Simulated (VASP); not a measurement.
A run of VASP 6.6.1 is set up as follows.

The input INCAR:

```
SYSTEM = Ge
ALGO     = Normal         ! electronic algorithm
EDIFF    = 1E-6           ! SCF threshold, eV
EDIFFG   = -0.01          ! ionic threshold
ENCUT    = 600            ! plane-wave cutoff, eV
GGA      = PS             ! functional
IBRION   = 2              ! ionic algorithm
ISIF     = 3              ! what is computed and relaxed
ISMEAR   = 1              ! smearing method
LASPH    = .TRUE.         ! aspherical terms in the spheres
LCHARG   = .FALSE.        ! write CHGCAR
LREAL    = .FALSE.        ! projectors in reciprocal space
LWAVE    = .FALSE.        ! write WAVECAR
NELM     = 100            ! most SCF steps
NSW      = 80             ! ionic steps
PREC     = Accurate       ! precision mode
PSTRESS  = 20.0         
SIGMA    = 0.1            ! smearing width, eV
```

KPOINTS

```
k-points
0
G
  12 12 12
  0 0 0
```

File POSCAR:

```
Ge
1.0
   -2.5744897200      2.5744897200      1.3974126400
    2.5744897200     -2.5744897200      1.3974126400
    2.5744897200      2.5744897200     -1.3974126400
Ge
2
Direct
    0.2500000000      0.7500000000      0.5000000000
    0.5000000000      0.5000000000      0.0000000000
```

Potentials or basis: VASP PAW PBE potentials, release 64 (Ge_d).

Launch:

```sh
$ cat potpaw_PBE.64/Ge_d/POTCAR > POTCAR
$ mpirun -np 1 vasp_std > vasp.out
```

Q: Estimate the relaxed cell.

A: a = 3.853 Å, b = 3.853 Å, c = 3.853 Å, α = 97.47°, β = 97.47°, γ = 137.72°.

Q: Estimate the relaxed volume.

A: 17.94 Å³/atom.

The path:
| step | energy change (eV) | largest force (eV/Å) | pressure (GPa) | volume (Å³) |
| --- | --- | --- | --- | --- |
| 1 | 0.0000 | 0.0000 | -0.87 | 37.05 |
| 2 | 0.0129 | 0.0000 | 3.11 | 35.30 |
| 3 | 0.0040 | 0.0000 | 2.15 | 35.83 |
| 4 | 0.0035 | 0.0000 | 1.83 | 35.88 |
| 5 | 0.0033 | 0.0000 | 1.94 | 35.88 |
| 6 | 0.0033 | 0.0000 | 1.93 | 35.88 |

Caveat: the cell is relaxed towards a set pressure, so the run minimises the enthalpy, not the energy; the PAW data sets were made with another functional, which shifts forces and pressure a little.
